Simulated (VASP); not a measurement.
# ZrNbB (P4/nmm) in VASP: single point with r2SCAN

Aim: the single point of ZrNbB with r2SCAN.

Program: VASP 6.6.1. These are calculated values, not measurements. Logs are shortened: lines on timing, memory, paths and dates and some standing lists are left out, and cuts for length are marked.

## 1. The cell of the first run

The structure is tetragonal, space group P4/nmm (No. 129). The conventional cell has a = 3.479 Å, b = 3.479 Å, c = 6.791 Å, α = 90.00°, β = 90.00°, γ = 90.00°. Nb (site symmetry -4m2) has 4 B at 2.45 Å and 4 Nb at 2.46 Å and 4 Zr at 3.00 Å within 3.2 Å. Zr (site symmetry 4mm) has 5 B at 2.56 to 2.61 Å and 4 Nb at 3.00 Å and 8 Zr at 3.11 to 3.48 Å within 3.5 Å. Within 3.2 Å of B (site symmetry 4mm) lie 4 Nb at 2.45 Å and 5 Zr at 2.56 to 2.61 Å.

## 2. Single point, r2SCAN

POSCAR

```
ZrNbB
1.0
    3.4791931100      0.0000000000      0.0000000000
    0.0000000000      3.4791931100      0.0000000000
    0.0000000000      0.0000000000      6.7907820900
Nb Zr B
2 2 2
Direct
    0.0000000000      0.0000000000      0.0000000000
    0.5000000000      0.5000000000      0.0000000000
    0.5000000000      0.0000000000      0.6400000000
    0.0000000000      0.5000000000      0.3600000000
    0.5000000000      0.0000000000      0.2550000000
    0.0000000000      0.5000000000      0.7450000000
```

INCAR.step1

```
SYSTEM = ZrNbB
ALGO = Normal
EDIFF = 1E-4
ENCUT = 520
GGA = PE
ISMEAR = -1
LASPH = .True.
LCHARG = .False.
LREAL = .False.
LWAVE = .True.
NBANDS = 37
NELM = 80
PREC = Accurate
SIGMA = 0.1
```

INCAR.step2

```
SYSTEM = ZrNbB
ALGO = Normal
EDIFF = 1E-6
ENCUT = 520
ISIF = 2
ISMEAR = -1
ISTART = 1
LASPH = .True.
LCHARG = .True.
LELF = .True.
LMIXTAU = .True.
LREAL = .False.
LVHAR = .True.
LWAVE = .False.
METAGGA = R2SCAN
NBANDS = 37
NELM = 80
PREC = Accurate
SIGMA = 0.1
```

KPOINTS

```
k-points
0
Gamma
  10 10 5
  0 0 0
```

Potentials or basis: VASP PAW PBE potentials, release 64 (Nb_sv, Zr_sv, B).

Run with:

```console
> cat potpaw_PBE.64/Nb_sv/POTCAR potpaw_PBE.64/Zr_sv/POTCAR potpaw_PBE.64/B/POTCAR > POTCAR
> cp INCAR.step1 INCAR
> mpirun -np 1 vasp_std > vasp.out
> cp INCAR.step2 INCAR
> mpirun -np 1 vasp_std > vasp.out
```

OUTCAR:

```text
SYSTEM = ZrNbB
   EDIFF = 1E-6
   ENCUT = 520
   ISIF = 2
   ISMEAR = -1
   ISTART = 1
   LASPH = .True.
   LREAL = .False.
   METAGGA = R2SCAN
   NELM = 80
   PREC = Accurate

 ion  position               nearest neighbor table
   1  0.000  0.000  0.000-   5 2.45   6 2.45   6 2.45   5 2.45   2 2.46   2 2.46   2 2.46   2 2.46
                             3 3.00   3 3.00   4 3.00   4 3.00
   2  0.500  0.500  0.000-   5 2.45   6 2.45   5 2.45   6 2.45   1 2.46   1 2.46   1 2.46   1 2.46
                             3 3.00   4 3.00   3 3.00   4 3.00
   3  0.500  0.000  0.640-   6 2.56   6 2.56   6 2.56   6 2.56   5 2.61   1 3.00   1 3.00   2 3.00
                             2 3.00   4 3.11   4 3.11   4 3.11   4 3.11
   4  0.000  0.500  0.360-   5 2.56   5 2.56   5 2.56   5 2.56   6 2.61   1 3.00   2 3.00   2 3.00
                             1 3.00   3 3.11   3 3.11   3 3.11   3 3.11
   5  0.500  0.000  0.255-   1 2.45   2 2.45   2 2.45   1 2.45   4 2.56   4 2.56   4 2.56   4 2.56
                             3 2.61
   6  0.000  0.500  0.745-   1 2.45   2 2.45   1 2.45   2 2.45   3 2.56   3 2.56   3 2.56   3 2.56
                             4 2.61

  LATTYP: Found a simple tetragonal cell.
 ALAT       =     3.4791931100
 C/A-ratio  =     1.9518267240

  Lattice vectors:

 A1 = (   3.4791931100,   0.0000000000,   0.0000000000)
 A2 = (   0.0000000000,   3.4791931100,   0.0000000000)
 A3 = (   0.0000000000,   0.0000000000,   6.7907820900)

Analysis of symmetry for initial positions (statically):
=====================================================================
 Subroutine PRICEL returns:
 Original cell was already a primitive cell.

 Routine SETGRP: Setting up the symmetry group for a
 simple tetragonal supercell.

 Subroutine GETGRP returns: Found 16 space group operations
 (whereof  8 operations were pure point group operations)
 out of a pool of 16 trial point group operations.

The static configuration has the point symmetry D_2d.
 The point group associated with its full space group is D_4h.

Analysis of symmetry for dynamics (positions and initial velocities):
=====================================================================
 Subroutine PRICEL returns:
 Original cell was already a primitive cell.

 Routine SETGRP: Setting up the symmetry group for a
 simple tetragonal supercell.

 Subroutine GETGRP returns: Found 16 space group operations
 (whereof  8 operations were pure point group operations)
 out of a pool of 16 trial point group operations.

The dynamic configuration has the point symmetry D_2d.
 The point group associated with its full space group is D_4h.

 Subroutine INISYM returns: Found 16 space group operations
 (whereof  8 operations are pure point group operations),
 and found     1 'primitive' translations

----------------------------------------------------------------------------------------

                                     Primitive cell

  volume of cell :      82.2010

  direct lattice vectors                    reciprocal lattice vectors
     3.479193110  0.000000000  0.000000000     0.287422965  0.000000000  0.000000000
     0.000000000  3.479193110  0.000000000     0.000000000  0.287422965  0.000000000
     0.000000000  0.000000000  6.790782090     0.000000000  0.000000000  0.147258443

  length of vectors
     3.479193110  3.479193110  6.790782090     0.287422965  0.287422965  0.147258443

  position of ions in fractional coordinates (direct lattice)
     0.000000000  0.000000000  0.000000000
     0.500000000  0.500000000  0.000000000
     0.500000000  0.000000000  0.640000000
     0.000000000  0.500000000  0.360000000
     0.500000000  0.000000000  0.255000000
     0.000000000  0.500000000  0.745000000

  ion indices of the primitive-cell ions
   primitive index   ion index
                 1           1
                 2           2
                 3           3
                 4           4
                 5           5
                 6           6

----------------------------------------------------------------------------------------

 KPOINTS: k-points

Automatic generation of k-mesh.
 Grid dimensions read from file:
 generate k-points for:   10   10    5

 Generating k-lattice:

  Cartesian coordinates                     Fractional coordinates (reciprocal lattice)
     0.028742297  0.000000000  0.000000000     0.100000000  0.000000000  0.000000000
     0.000000000  0.028742297  0.000000000     0.000000000  0.100000000  0.000000000
     0.000000000  0.000000000  0.029451689     0.000000000  0.000000000  0.200000000

  Length of vectors
     0.028742297  0.028742297  0.029451689

  Shift w.r.t. Gamma in fractional coordinates (k-lattice)
     0.000000000  0.000000000  0.000000000

 Subroutine IBZKPT returns following result:
 ===========================================

 Found     63 irreducible k-points:

 Following reciprocal coordinates:
            Coordinates               Weight
  0.000000  0.000000  0.000000      1.000000
  0.100000  0.000000  0.000000      4.000000
  0.200000  0.000000  0.000000      4.000000
  0.300000  0.000000  0.000000      4.000000
  0.400000  0.000000  0.000000      4.000000
  0.500000  0.000000  0.000000      2.000000
[... 16 lines left out ...]
  0.100000  0.000000  0.200000      8.000000
  0.200000  0.000000  0.200000      8.000000
 [... further k-points ...]
   k-points           NKPTS =     63   k-points in BZ     NKDIM =     63   number of bands    NBANDS=     37
   number of dos      NEDOS =    301   number of ions     NIONS =      6
   total plane-waves  NPLWV =  42336
   dimension x,y,z NGX =    28 NGY =   28 NGZ =   54
   dimension x,y,z NGXF=    56 NGYF=   56 NGZF=  108
   ions per type =               2   2   2
   NGX,Y,Z   is equivalent  to a cutoff of  13.38, 13.38, 13.22 a.u.
   NGXF,Y,Z  is equivalent  to a cutoff of  26.76, 26.76, 26.44 a.u.
 SYSTEM =  ZrNbB
   PREC   = accura    normal or accurate (medium, high low for compatibility)
   ISTART =      1    job   : 0-new  1-cont  2-samecut
   ICHARG =      0    charge: 1-file 2-atom 10-const
   ISPIN  =      1    spin polarized calculation?
   LNONCOLLINEAR =      F non collinear calculations
   LSORBIT =      F    spin-orbit coupling
   LASPH  =      T    aspherical Exc in radial PAW
   ENCUT  =  520.0 eV  38.22 Ry    6.18 a.u.   6.47  6.47 12.63*2*pi/ulx,y,z
   NELM   =     80;   NELMIN=  2; NELMDL=  0     # of ELM steps
   EDIFF  = 0.1E-05   stopping-criterion for ELM
   LREAL  =      F    real-space projection
   EDIFFG = 0.1E-04   stopping-criterion for IOM
   NSW    =      0    number of steps for IOM
   IBRION =     -1    ionic relax: 0-MD 1-quasi-New 2-CG
   NFREE  =      0    steps in history (QN), initial steepest desc. (CG)
   ISIF   =      2    stress and relaxation
   ISYM   =      2    0-nonsym 1-usesym 2-fastsym
   POTIM  = 0.5000    time-step for ionic-motion
   TEBEG  =    0.0;   TEEND  =   0.0 temperature during run
   PSTRESS=    0.0 pullay stress
   NELECT =      56.0000    total number of electrons
   NUPDOWN=      -1.0000    fix difference up-down
   EMIN   =  10.00;   EMAX   =-10.00  energy-range for DOS
   EFERMI =   0.00;   METHOD = LEGACY
   ISMEAR =    -1;   SIGMA  =   0.10  broadening in eV -4-tet -1-fermi 0-gaus
   EFERMI_NEDOS =   21; number of points for ismear=-14 and -15
   IALGO  =     38    algorithm
   IMIX   =      4    mixing-type and parameters
     AMIX     =   0.40;   BMIX     =  1.00
     AMIX_MAG =   1.60;   BMIX_MAG =  1.00
  volume/ion in A,a.u.               =      13.70        92.45
  Fermi-wavevector in a.u.,A,eV,Ry     =   1.440495  2.722142 28.232458  2.075027
  Thomas-Fermi vector in A             =   2.559233
   LORBIT       =      0    0 simple, 1 ext, 2 COOP (PROOUT), +10 PAW based schemes
   METAGGA = R2SCAN    functional components
   LHFCALC =     F    Hartree Fock is set to
   AEXX    =    0.0000 exact exchange contribution
   IVDW    =     0    specifies the selected vdW correction
   LEPSILON=     F    determine dielectric tensor
   LRPA    =     F    only Hartree local field effects (RPA)
 non-spin polarized calculation
  energy-cutoff  :      520.00
  volume of cell :       82.20
 maximum number of plane-waves:      2242
 NGX is ok and might be reduce to    28
   NGX = 13   NGY = 13   NGZ = 25

 number of electron      56.0000004 magnetization

 Free energy of the ion-electron system (eV)
  ---------------------------------------------------
  ext. energy  EPLUGINS =         0.00000000
  ---------------------------------------------------
  free energy    TOTEN  =      -111.12940508 eV

  energy without entropy =     -110.99425011  energy(sigma->0) =     -111.06182760

 E-fermi :  11.1110     XC(G=0): -13.6030

 val. band max:       11.1102559661   @ k =   0.5000   0.1000   0.4000
 cond. band min:      11.1133176245   @ k =   0.4000   0.3000   0.0000
 fundamental gap:      0.0030616583
 Fermi energy:        11.1109727437

 k-point     1 :       0.0000    0.0000    0.0000
  band No.  band energies     occupation
      1     -45.2039      2.00000
      2     -44.0994      2.00000
      3     -38.4434      2.00000
      4     -38.3011      2.00000
      5     -21.6148      2.00000
      6     -21.6148      2.00000
[... 29 lines left out ...]
     36      15.6280      0.00000
     37      15.6953      0.00000

 k-point     2 :       0.1000    0.0000    0.0000
  band No.  band energies     occupation
      1     -45.1778      2.00000
      2     -44.1273      2.00000
      3     -38.4380      2.00000
      4     -38.3027      2.00000
      5     -21.5666      2.00000
      6     -21.5575      2.00000
[... 29 lines left out ...]
     36      15.9068      0.00000
     37      16.1458      0.00000

 k-point     3 :       0.2000    0.0000    0.0000
  band No.  band energies     occupation
      1     -45.1018      2.00000
      2     -44.2082      2.00000
      3     -38.4229      2.00000
      4     -38.3077      2.00000
      5     -21.4224      2.00000
      6     -21.3888      2.00000
[... 29 lines left out ...]
     36      15.7676      0.00000
     37      16.7129      0.00000

 k-point     4 :       0.3000    0.0000    0.0000
  band No.  band energies     occupation
      1     -44.9826      2.00000
      2     -44.3334      2.00000
      3     -38.4010      2.00000
      4     -38.3172      2.00000
      5     -21.1841      2.00000
      6     -21.1191      2.00000
[... 29 lines left out ...]
     36      15.8461      0.00000
     37      16.2771      0.00000
[... 683 lines left out ...]
      1     -45.2039      2.00000
      2     -44.0994      2.00000
      3     -38.4442      2.00000
      4     -38.3003      2.00000
      5     -21.6148      2.00000
      6     -21.6148      2.00000
[... 29 lines left out ...]
     36      15.7044      0.00000
     37      15.7580      0.00000

 k-point    23 :       0.1000    0.0000    0.2000
  band No.  band energies     occupation
      1     -45.1778      2.00000
      2     -44.1274      2.00000
      3     -38.4388      2.00000
      4     -38.3018      2.00000
      5     -21.5666      2.00000
      6     -21.5574      2.00000
[... 29 lines left out ...]
     36      15.7853      0.00000
     37      15.8851      0.00000

 k-point    24 :       0.2000    0.0000    0.2000
  band No.  band energies     occupation
      1     -45.1018      2.00000
      2     -44.2082      2.00000
      3     -38.4236      2.00000
      4     -38.3070      2.00000
      5     -21.4225      2.00000
      6     -21.3888      2.00000
[... 29 lines left out ...]
     36      15.9446      0.00000
     37      16.5383      0.00000

 [... further k-points ...]

------------------------ aborting loop because EDIFF is reached ----------------------------------------

  FORCE on cell =-STRESS in cart. coord.  units (eV):
  Direction    XX          YY          ZZ          XY          YZ          ZX
  --------------------------------------------------------------------------------------
  -------------------------------------------------------------------------------------
  Total       14.9098092     14.9098092     12.8805252      0.0000000      0.0000000      0.0000000
  in kB      290.6068206    290.6068206    251.0540833      0.0000000      0.0000000      0.0000000
  external PRESSURE =     277.4225748 kB  Pullay stress =       0.0000000 kB

 VOLUME and BASIS-vectors are now :
 -----------------------------------------------------------------------------
  energy-cutoff  :      520.00
  volume of cell :       82.20
      direct lattice vectors                 reciprocal lattice vectors
     3.479193110  0.000000000  0.000000000     0.287422965  0.000000000  0.000000000
     0.000000000  3.479193110  0.000000000     0.000000000  0.287422965  0.000000000
     0.000000000  0.000000000  6.790782090     0.000000000  0.000000000  0.147258443

 POSITION                                       TOTAL-FORCE (eV/Angst)
 -----------------------------------------------------------------------------------
      0.00000      0.00000      0.00000        -0.000000     -0.000000      0.000000
      1.73960      1.73960      0.00000         0.000000      0.000000      0.000000
      1.73960      0.00000      4.34610        -0.000000      0.000000     -0.898394
      0.00000      1.73960      2.44468        -0.000000      0.000000      0.898394
      1.73960      0.00000      1.73165        -0.000000     -0.000000      0.580641
      0.00000      1.73960      5.05913        -0.000000      0.000000     -0.580641
 -----------------------------------------------------------------------------------
    total drift:                                0.000000      0.000000      0.000000

  FREE ENERGIE OF THE ION-ELECTRON SYSTEM (eV)
  ---------------------------------------------------
  free  energy   TOTEN  =      -111.1294050801 eV

  energy  without entropy=     -110.9942501146  energy(sigma->0) =     -111.06182760
```

Wall time 10 min (1 thread of AMD EPYC 7R13 (Zen 3), shared host); peak memory 0.3 GiB.

Results:

* Free energy: -111.1294 eV
* Pressure: 27.7 GPa
* Largest force: 0.898 eV/Å
* Band gap on the k mesh: zero (bands 28 and 29 overlap by 1.16 eV)

Forces in eV/Å, atoms in the order of the input:
```
Nb   0.000  0.000  0.000
Nb   0.000  0.000  0.000
Zr   0.000  0.000 -0.898
Zr   0.000  0.000  0.898
B    0.000  0.000  0.581
B    0.000  0.000 -0.581
```

Levels at points of the mesh, in eV from the Fermi level:
```
           k point  band 25  band 26  band 27  band 28  band 29  band 30  band 31  band 32
(0.00, 0.00, 0.00)    -1.37    -1.03     0.88     0.88     1.18     1.93     1.93     2.64
(0.50, 0.00, 0.00)    -1.69    -1.69    -0.22    -0.22     0.79     0.79     2.26     2.26
(0.50, 0.50, 0.00)    -1.58    -1.58    -0.14    -0.14     1.00     1.00     2.61     2.61
```

Caveat: the cell stands under pressure; the PAW data sets were made with another functional, which shifts forces and pressure a little.
